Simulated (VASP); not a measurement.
# MgSnO4 (P6/mmm) in VASP: notebook

MgSnO4 is run at these levels: PBE; tasks: single point.

Program: VASP 6.6.1. These are calculated values, not measurements. Logs are shortened: lines on timing, memory, paths and dates and some standing lists are left out, and cuts for length are marked.

## (1) The cell of the first run

The structure is hexagonal, space group P6/mmm (No. 191). The conventional cell has a = 4.451 Å, b = 4.451 Å, c = 4.806 Å, α = 90.00°, β = 90.00°, γ = 120.00°. Within 3.2 Å of Mg (site symmetry 6/mmm) lie 2 Sn at 2.40 Å and 6 O at 2.57 Å. Within 3.2 Å of Sn (site symmetry 6/mmm) lie 2 Mg at 2.40 Å and 6 O at 2.57 Å. Within 3.2 Å of O (site symmetry -6m2) lie 5 O at 2.40 to 2.57 Å and 3 Sn at 2.57 Å. Within 3.2 Å of O (site symmetry -6m2) lie 5 O at 2.40 to 2.57 Å and 3 Mg at 2.57 Å.

The cell was generated, and may not be a known phase.

## (2) Single point, PBE

INCAR reads:

```
PREC = Accurate
ENCUT = 520
EDIFF = 1E-7
ISMEAR = 0
SIGMA = 0.1
LREAL = False
LASPH = True
NELM = 60
ALGO = Fast
ISIF = 2
LWAVE = False
LCHARG = False
GGA = PE
NBANDS = 29
```

KPOINTS reads:

```
regular mesh
0
Gamma
  6 6 4
```

POSCAR reads:

```
MgSnO4
1.0
    4.4512942200      0.0000000000      0.0000000000
   -2.2256471100      3.8549338700      0.0000000000
    0.0000000000      0.0000000000      4.8064099700
Mg Sn O
1 1 4
Direct
    0.0000000000      0.0000000000      0.0000000000
    0.0000000000      0.0000000000      0.5000000000
    0.3333333300      0.6666666700      0.5000000000
    0.6666666700      0.3333333300      0.5000000000
    0.3333333300      0.6666666700      0.0000000000
    0.6666666700      0.3333333300      0.0000000000
```

Potentials or basis: VASP PAW PBE potentials, release 64 (Mg, Sn_d, O).

Run with:

```sh
$ cat potpaw_PBE.64/Mg/POTCAR potpaw_PBE.64/Sn_d/POTCAR potpaw_PBE.64/O/POTCAR > POTCAR
$ mpirun -np 1 vasp_std > vasp.out
```

OUTCAR:

```text
PREC = Accurate
   ENCUT = 520
   EDIFF = 1E-7
   ISMEAR = 0
   LREAL = False
   LASPH = True
   NELM = 60
   ISIF = 2
   GGA = PE

 ion  position               nearest neighbor table
   1  0.000  0.000  0.000-   2 2.40   2 2.40   6 2.57   5 2.57   5 2.57   6 2.57   6 2.57   5 2.57

   2  0.000  0.000  0.500-   1 2.40   1 2.40   4 2.57   3 2.57   3 2.57   4 2.57   4 2.57   3 2.57

   3  0.333  0.667  0.500-   2 2.57   2 2.57   2 2.57
   4  0.667  0.333  0.500-   2 2.57   2 2.57   2 2.57
   5  0.333  0.667  0.000-   1 2.57   1 2.57   1 2.57
   6  0.667  0.333  0.000-   1 2.57   1 2.57   1 2.57

  LATTYP: Found a hexagonal cell.
 ALAT       =     4.4512942200
 C/A-ratio  =     1.0797780898

  Lattice vectors:

 A1 = (   4.4512942200,   0.0000000000,   0.0000000000)
 A2 = (  -2.2256471100,   3.8549338700,   0.0000000000)
 A3 = (   0.0000000000,   0.0000000000,   4.8064099700)

Analysis of symmetry for initial positions (statically):
=====================================================================
 Subroutine PRICEL returns:
 Original cell was already a primitive cell.

 Routine SETGRP: Setting up the symmetry group for a
 hexagonal supercell.

 Subroutine GETGRP returns: Found 24 space group operations
 (whereof 24 operations were pure point group operations)
 out of a pool of 24 trial point group operations.

The static configuration has the point symmetry D_6h.

Analysis of symmetry for dynamics (positions and initial velocities):
=====================================================================
 Subroutine PRICEL returns:
 Original cell was already a primitive cell.

 Routine SETGRP: Setting up the symmetry group for a
 hexagonal supercell.

 Subroutine GETGRP returns: Found 24 space group operations
 (whereof 24 operations were pure point group operations)
 out of a pool of 24 trial point group operations.

The dynamic configuration has the point symmetry D_6h.

 Subroutine INISYM returns: Found 24 space group operations
 (whereof 24 operations are pure point group operations),
 and found     1 'primitive' translations

----------------------------------------------------------------------------------------

                                     Primitive cell

  volume of cell :      82.4753

  direct lattice vectors                    reciprocal lattice vectors
     4.451294220  0.000000000  0.000000000     0.224653764  0.129703911  0.000000000
    -2.225647110  3.854933870  0.000000000     0.000000000  0.259407822  0.000000000
     0.000000000  0.000000000  4.806409970     0.000000000  0.000000000  0.208055494

  length of vectors
     4.451294220  4.451294216  4.806409970     0.259407822  0.259407822  0.208055494

  position of ions in fractional coordinates (direct lattice)
     0.000000000  0.000000000  0.000000000
     0.000000000  0.000000000  0.500000000
     0.333333330  0.666666670  0.500000000
     0.666666670  0.333333330  0.500000000
     0.333333330  0.666666670  0.000000000
     0.666666670  0.333333330  0.000000000

  ion indices of the primitive-cell ions
   primitive index   ion index
                 1           1
                 2           2
                 3           3
                 4           4
                 5           5
                 6           6

----------------------------------------------------------------------------------------

 KPOINTS: regular mesh

Automatic generation of k-mesh.
 Grid dimensions read from file:
 generate k-points for:    6    6    4

 Generating k-lattice:

  Cartesian coordinates                     Fractional coordinates (reciprocal lattice)
     0.037442294  0.021617319  0.000000000     0.166666667 -0.000000000  0.000000000
     0.000000000  0.043234637  0.000000000     0.000000000  0.166666667  0.000000000
     0.000000000  0.000000000  0.052013873     0.000000000  0.000000000  0.250000000

  Length of vectors
     0.043234637  0.043234637  0.052013873

  Shift w.r.t. Gamma in fractional coordinates (k-lattice)
     0.000000000  0.000000000  0.000000000

 Subroutine IBZKPT returns following result:
 ===========================================

 Found     21 irreducible k-points:

 Following reciprocal coordinates:
            Coordinates               Weight
  0.000000  0.000000  0.000000      1.000000
  0.166667  0.000000  0.000000      6.000000
  0.333333  0.000000  0.000000      6.000000
  0.500000  0.000000  0.000000      3.000000
  0.166667  0.166667  0.000000      6.000000
  0.333333  0.166667  0.000000     12.000000
[... 13 lines left out ...]
  0.333333  0.166667  0.500000     12.000000
  0.333333  0.333333  0.500000      2.000000
   k-points           NKPTS =     21   k-points in BZ     NKDIM =     21   number of bands    NBANDS=     29
   number of dos      NEDOS =    301   number of ions     NIONS =      6
   total plane-waves  NPLWV =  46656
   dimension x,y,z NGX =    36 NGY =   36 NGZ =   36
   dimension x,y,z NGXF=    72 NGYF=   72 NGZF=   72
   ions per type =               1   1   4
   NGX,Y,Z   is equivalent  to a cutoff of  13.45, 13.45, 12.45 a.u.
   NGXF,Y,Z  is equivalent  to a cutoff of  26.89, 26.89, 24.90 a.u.
 SYSTEM =  unknown system
   PREC   = accura    normal or accurate (medium, high low for compatibility)
   ISTART =      0    job   : 0-new  1-cont  2-samecut
   ICHARG =      2    charge: 1-file 2-atom 10-const
   ISPIN  =      1    spin polarized calculation?
   LNONCOLLINEAR =      F non collinear calculations
   LSORBIT =      F    spin-orbit coupling
   LASPH  =      T    aspherical Exc in radial PAW
   ENCUT  =  520.0 eV  38.22 Ry    6.18 a.u.   8.28  8.28  8.94*2*pi/ulx,y,z
   NELM   =     60;   NELMIN=  2; NELMDL= -5     # of ELM steps
   EDIFF  = 0.1E-06   stopping-criterion for ELM
   LREAL  =      F    real-space projection
   EDIFFG = 0.1E-05   stopping-criterion for IOM
   NSW    =      0    number of steps for IOM
   IBRION =     -1    ionic relax: 0-MD 1-quasi-New 2-CG
   NFREE  =      0    steps in history (QN), initial steepest desc. (CG)
   ISIF   =      2    stress and relaxation
   ISYM   =      2    0-nonsym 1-usesym 2-fastsym
   POTIM  = 0.5000    time-step for ionic-motion
   TEBEG  =    0.0;   TEEND  =   0.0 temperature during run
   PSTRESS=    0.0 pullay stress
   NELECT =      40.0000    total number of electrons
   NUPDOWN=      -1.0000    fix difference up-down
   EMIN   =  10.00;   EMAX   =-10.00  energy-range for DOS
   EFERMI =   0.00;   METHOD = LEGACY
   ISMEAR =     0;   SIGMA  =   0.10  broadening in eV -4-tet -1-fermi 0-gaus
   EFERMI_NEDOS =   21; number of points for ismear=-14 and -15
   IALGO  =     68    algorithm
   IMIX   =      4    mixing-type and parameters
     AMIX     =   0.40;   BMIX     =  1.00
     AMIX_MAG =   1.60;   BMIX_MAG =  1.00
  volume/ion in A,a.u.               =      13.75        92.76
  Fermi-wavevector in a.u.,A,eV,Ry     =   1.286234  2.430631 22.509467  1.654399
  Thomas-Fermi vector in A             =   2.418321
   LORBIT       =      0    0 simple, 1 ext, 2 COOP (PROOUT), +10 PAW based schemes
   GGA     = PE    functional components
   LHFCALC =     F    Hartree Fock is set to
   AEXX    =    0.0000 exact exchange contribution
   IVDW    =     0    specifies the selected vdW correction
   LEPSILON=     F    determine dielectric tensor
   LRPA    =     F    only Hartree local field effects (RPA)
 non-spin polarized calculation
 RMM-DIIS sequential band-by-band and
 Gauss-broadening in eV      SIGMA  =   0.10
  energy-cutoff  :      520.00
  volume of cell :       82.48
 maximum number of plane-waves:      2238
 NGX is ok and might be reduce to    36
   NGX = 17   NGY = 17   NGZ = 17

 number of electron      40.0000012 magnetization

 Free energy of the ion-electron system (eV)
  ---------------------------------------------------
  ext. energy  EPLUGINS =         0.00000000
  ---------------------------------------------------
  free energy    TOTEN  =       -21.42047043 eV

  energy without entropy =      -21.38208516  energy(sigma->0) =      -21.40127779

 E-fermi :   2.8144     XC(G=0): -10.1977

 val. band max:        2.7996204273   @ k =   0.3333   0.0000   0.0000
 cond. band min:       2.8150081569   @ k =   0.3333   0.1667   0.5000
 fundamental gap:      0.0153877295
 Fermi energy:         2.8143875920

 k-point     1 :       0.0000    0.0000    0.0000
  band No.  band energies     occupation
      1     -18.6824      2.00000
      2     -18.4395      2.00000
      3     -18.4395      2.00000
      4     -18.1623      2.00000
      5     -18.1623      2.00000
      6     -14.7472      2.00000
[... 21 lines left out ...]
     28      13.0645      0.00000
     29      14.3595      0.00000

 k-point     2 :       0.1667    0.0000    0.0000
  band No.  band energies     occupation
      1     -18.6770      2.00000
      2     -18.4404      2.00000
      3     -18.4397      2.00000
      4     -18.1701      2.00000
      5     -18.1593      2.00000
      6     -14.6568      2.00000
[... 21 lines left out ...]
     28      12.8395      0.00000
     29      14.0801      0.00000

 k-point     3 :       0.3333    0.0000    0.0000
  band No.  band energies     occupation
      1     -18.6664      2.00000
      2     -18.4422      2.00000
      3     -18.4401      2.00000
      4     -18.1860      2.00000
      5     -18.1533      2.00000
      6     -14.4200      2.00000
[... 21 lines left out ...]
     28      12.8415      0.00000
     29      13.6283      0.00000

 k-point     4 :       0.5000    0.0000    0.0000
  band No.  band energies     occupation
      1     -18.6613      2.00000
      2     -18.4431      2.00000
      3     -18.4402      2.00000
      4     -18.1941      2.00000
      5     -18.1503      2.00000
      6     -14.2293      2.00000
[... 21 lines left out ...]
     28      12.9672      0.00000
     29      13.5696      0.00000

 k-point     5 :       0.1667    0.1667    0.0000
  band No.  band energies     occupation
      1     -18.6690      2.00000
      2     -18.4416      2.00000
      3     -18.4401      2.00000
      4     -18.1792      2.00000
      5     -18.1577      2.00000
      6     -14.4892      2.00000
[... 21 lines left out ...]
     28      12.6589      0.00000
     29      13.7297      0.00000
[... 414 lines left out ...]
     28      14.0464      0.00000
     29      14.1617      0.00000

 k-point    19 :       0.1667    0.1667    0.5000
  band No.  band energies     occupation
      1     -18.6493      2.00000
      2     -18.4417      2.00000
      3     -18.4396      2.00000
      4     -18.1787      2.00000
      5     -18.1575      2.00000
      6     -13.9796      2.00000
[... 21 lines left out ...]
     28      13.7922      0.00000
     29      14.3008      0.00000

 k-point    20 :       0.3333    0.1667    0.5000
  band No.  band energies     occupation
      1     -18.6412      2.00000
      2     -18.4430      2.00000
      3     -18.4404      2.00000
      4     -18.1861      2.00000
      5     -18.1578      2.00000
      6     -13.7293      2.00000
[... 21 lines left out ...]
     28      13.9851      0.00000
     29      14.1307      0.00000

 k-point    21 :       0.3333    0.3333    0.5000
  band No.  band energies     occupation
      1     -18.6385      2.00000
      2     -18.4420      2.00000
      3     -18.4420      2.00000
      4     -18.1736      2.00000
      5     -18.1736      2.00000
      6     -13.4655      2.00000
[... 21 lines left out ...]
     28      13.9588      0.00000
     29      14.0304      0.00000

------------------------ aborting loop because EDIFF is reached ----------------------------------------

  FORCE on cell =-STRESS in cart. coord.  units (eV):
  Direction    XX          YY          ZZ          XY          YZ          ZX
  --------------------------------------------------------------------------------------
  -------------------------------------------------------------------------------------
  Total       -9.7992426     -9.7992426      9.9929882      0.0000000     -0.0000000     -0.0000000
  in kB     -190.3614682   -190.3614678    194.1251976      0.0000000     -0.0000000     -0.0000000
  external PRESSURE =     -62.1992462 kB  Pullay stress =       0.0000000 kB

 VOLUME and BASIS-vectors are now :
 -----------------------------------------------------------------------------
  energy-cutoff  :      520.00
  volume of cell :       82.48
      direct lattice vectors                 reciprocal lattice vectors
     4.451294220  0.000000000  0.000000000     0.224653764  0.129703911  0.000000000
    -2.225647110  3.854933870  0.000000000     0.000000000  0.259407822  0.000000000
     0.000000000  0.000000000  4.806409970     0.000000000  0.000000000  0.208055494

 POSITION                                       TOTAL-FORCE (eV/Angst)
 -----------------------------------------------------------------------------------
      0.00000      0.00000      0.00000        -0.000000     -0.000000      0.000000
      0.00000      0.00000      2.40320         0.000000     -0.000000      0.000000
     -0.00000      2.56996      2.40320         0.000000     -0.000000      0.000000
      2.22565      1.28498      2.40320        -0.000000      0.000000      0.000000
     -0.00000      2.56996      0.00000        -0.000000      0.000000     -0.000000
      2.22565      1.28498      0.00000         0.000000     -0.000000      0.000000
 -----------------------------------------------------------------------------------
    total drift:                                0.000000      0.000000      0.000000

  FREE ENERGIE OF THE ION-ELECTRON SYSTEM (eV)
  ---------------------------------------------------
  free  energy   TOTEN  =       -21.4204704297 eV

  energy  without entropy=      -21.3820851577  energy(sigma->0) =      -21.40127779
```

It took 2.2 min on 1 thread of Oxide Virtual Turin-like, shared host; peak memory 0.19 GiB.

Results:

| Quantity | Value |
| --- | --- |
| Free energy | -21.4205 eV |
| Pressure | -6.2 GPa |
| Band gap on the k mesh | zero (bands 20 and 21 overlap by 0.91 eV) |

Caveat: the stress differs along the axes, from -19 to 19 GPa; spin-orbit coupling is left out, which moves the levels of the heavy elements.

(Part 1 of 2 ends here.)

The gap in the log of VASP goes by the Fermi energy; the results here count the filled bands.